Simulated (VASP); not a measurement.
Crystal: BaTiO3.

```xyz
5
Lattice="3.9855 0.0000 0.0000 0.0000 2.8369 2.8451 0.0000 -2.8369 2.8451" Properties=species:S:1:pos:R:3 pbc="T T T"
Ba    0.0000    0.0000    0.0000
Ti    1.9928    0.0000    2.9157
O     0.0000    0.0000    2.7735
O     1.9928   -1.3804    4.2594
O     1.9928    1.3804    4.2594
```

| Item | Value |
| --- | --- |
| Program | VASP 6.6.1 |
| Task | relaxation of cell and atoms |
| Functional | PBE |
| Potentials or basis | VASP PAW PBE potentials, release 64 (Ba_sv, Ti_sv, O) |
| Cutoff | 600 eV |
| k mesh | 6 × 6 × 6 |
| Occupations | fermi-dirac, width 0.02 eV |
| Spin | no spin polarisation |

At the start: pressure 3.9 GPa; volume 12.87 Å³/atom.

**Question.** How do energy, volume and symmetry change on relaxing?

**Answer.** Over 29 steps the energy falls by 15.5 meV/atom and the volume is 13.54 Å³/atom (+5.2 %); space group Amm2 (No. 38, to 0.1 Å) before and after.

Step by step:
| step | energy change (eV) | largest force (eV/Å) | pressure (GPa) | volume (Å³) |
| --- | --- | --- | --- | --- |
| 1 | 0.0000 | 0.2626 | 3.92 | 64.34 |
| 2 | -0.0177 | 0.4169 | -3.07 | 67.31 |
| 3 | -0.0259 | 0.3179 | -0.69 | 66.21 |
| 4 | -0.0425 | 0.3289 | -0.45 | 66.36 |
| 5 | -0.0616 | 0.1624 | 0.74 | 66.71 |
| 6 | -0.0690 | 0.1852 | -0.08 | 67.42 |
| 7 | -0.0694 | 0.1947 | -0.32 | 67.66 |
| 8 | -0.0739 | 0.1472 | -0.04 | 67.42 |
| 9 | -0.0745 | 0.1228 | 0.13 | 67.29 |
| 10 | -0.0760 | 0.0715 | 0.13 | 67.35 |
| 11 | -0.0769 | 0.0406 | 0.11 | 67.44 |
| 12 | -0.0770 | 0.0390 | 0.10 | 67.45 |
| 13 | -0.0775 | 0.0360 | -0.13 | 67.61 |
| 14 | -0.0775 | 0.0389 | -0.21 | 67.67 |
| 15 | -0.0774 | 0.0434 | 0.31 | 67.55 |
| 16 | -0.0776 | 0.0171 | 0.05 | 67.61 |
| 17 | -0.0776 | 0.0188 | 0.04 | 67.62 |
| 18 | -0.0777 | 0.0078 | 0.03 | 67.65 |
| 19 | -0.0777 | 0.0111 | 0.03 | 67.69 |
| 20 | -0.0777 | 0.0080 | -0.04 | 67.73 |
| 21 | -0.0777 | 0.0080 | -0.10 | 67.74 |
| 22 | -0.0777 | 0.0080 | -0.09 | 67.73 |
| 23 | -0.0777 | 0.0111 | 0.03 | 67.68 |
| 24 | -0.0777 | 0.0105 | 0.04 | 67.68 |
| 25 | -0.0777 | 0.0089 | 0.01 | 67.69 |
| 26 | -0.0777 | 0.0097 | 0.00 | 67.69 |
| 27 | -0.0777 | 0.0101 | -0.01 | 67.68 |
| 28 | -0.0777 | 0.0103 | 0.00 | 67.68 |
| 29 | -0.0777 | 0.0031 | 0.01 | 67.68 |

Final structure:
```
CELL_PARAMETERS angstrom
3.98110 0.00000 0.00000
0.00000 2.90258 2.92842
0.00000 -2.90258 2.92842
ATOMIC_POSITIONS crystal
Ba 0.00000 0.01092 0.01092
Ti 0.50000 0.52837 0.52837
O 0.00000 0.48777 0.48777
O 0.50000 0.49394 0.97588
O 0.50000 0.97588 0.49394
```
